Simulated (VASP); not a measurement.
MnInCu:

```
Mn In Cu
1.0
     2.18345   -2.88784    0.00000
     2.18345    2.88784    0.00000
     0.00000    0.00000    4.43608
Mn In Cu
1 1 1
Direct
  0.00000 0.00000 0.00000
  0.50000 0.50000 0.00000
  0.00000 0.00000 0.50000
```

- Program: VASP 6.6.1
- Task: relaxation of cell and atoms
- Functional: PBE
- Potentials or basis: VASP PAW PBE potentials, release 64 (Mn_pv, In_d, Cu)
- Cutoff: 600 eV
- k mesh: 6 × 6 × 4
- Occupations: gaussian, width 0.1 eV
- Spin: collinear spin, ferromagnetic start
- Starting moments: [4.0, 0.0, 0.0] μB

At the start: pressure 27.7 GPa; volume 18.65 Å³/atom.

**Question.** Where does the relaxation end?

**Answer.** Over 13 steps the energy falls by 767.5 meV/atom and the volume is 22.78 Å³/atom (+22.2 %); space group P4/mmm (No. 123, to 0.05 Å); moment 3.54 μB per cell.

The path:
```
step  energy change (eV)  largest force (eV/Å)  pressure (GPa)  volume (Å³)
   1              0.0000                0.0000           27.70        55.94
   2             -0.4462                0.0000           -8.50        83.36
   3             -2.0777                0.0000            3.01        66.88
   4             -2.1732                0.0000           -1.88        73.28
   5             -2.1836                0.0000           -1.17        71.91
   6             -2.1842                0.0000           -0.81        71.25
   7             -2.2786                0.0000           -1.10        70.46
   8             -2.2961                0.0000           -0.98        69.88
   9             -2.2961                0.0000           -0.97        69.92
  10             -2.3020                0.0000           -0.08        68.42
  11             -2.3020                0.0000            0.03        68.32
  12             -2.3020                0.0000           -0.02        68.36
  13             -2.3024                0.0000           -0.02        68.34
```

Final structure:
```xyz
3
Lattice="2.6535 -2.6577 0.0000 2.6535 2.6577 0.0000 0.0000 0.0000 4.8450" Properties=species:S:1:pos:R:3 pbc="T T T"
Mn    0.0000    0.0000    0.0000
In    2.6535    0.0000    0.0000
Cu    2.6535    2.6577    2.4225
```

Caveat: the volume moved by over 15 % at a fixed basis, so the end points are rough.
